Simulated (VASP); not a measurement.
Runs of VASP 6.6.1 on Na2ZrO2. The structure is that of space group P-3m1 (No. 164), or close to it. The cells are those of the table. 

```csv
task,cell,k mesh,cutoff (eV),gap on the mesh (eV),pressure (GPa),relaxed volume (Å³/atom),largest force (eV/Å)
single point,"a = 3.207, b = 3.207, c = 8.898 Å, angles 90.0, 90.0, 120.0°, 5 atoms",12 × 12 × 4,520,none,(b),-,0.02
relaxation of cell and atoms,"relaxed from a = 3.212, b = 3.212, c = 8.889 Å, angles 90.0, 90.0, 120.0°, 5 atoms",12 × 12 × 4,600,none,0.0,(a),-
single point,"a = 3.212, b = 3.212, c = 8.889 Å, angles 90.0, 90.0, 120.0°, 5 atoms",6 × 6 × 4,520,none,0.2,-,0.05
relaxation of cell and atoms,"relaxed from a = 3.587, b = 3.587, c = 6.410 Å, angles 90.0, 90.0, 120.0°, 5 atoms",6 × 6 × 4,600,none,0.0,15.44,0.02
single point,"a = 3.587, b = 3.587, c = 6.410 Å, angles 90.0, 90.0, 120.0°, 5 atoms",6 × 6 × 4,520,none,-5.7,-,2.77
```

Alike in all rows: level PBE; potentials or basis VASP PAW PBE potentials, release 64 (Na_pv, Zr_sv, O); no spin polarisation; smearing gaussian 0.1 eV.

Fill in the values left out.

(a) 15.81; (b) 0.1.

Caveats: some runs use coarse meshes; forces of over 1 eV/Å act on the atoms, so gaps and moduli don't describe the material at rest (some runs).

A k mesh can miss the band edges, and the runs leave out spin-orbit coupling on Zr.

A gap of «none» marks levels without a gap at the run's occupations.
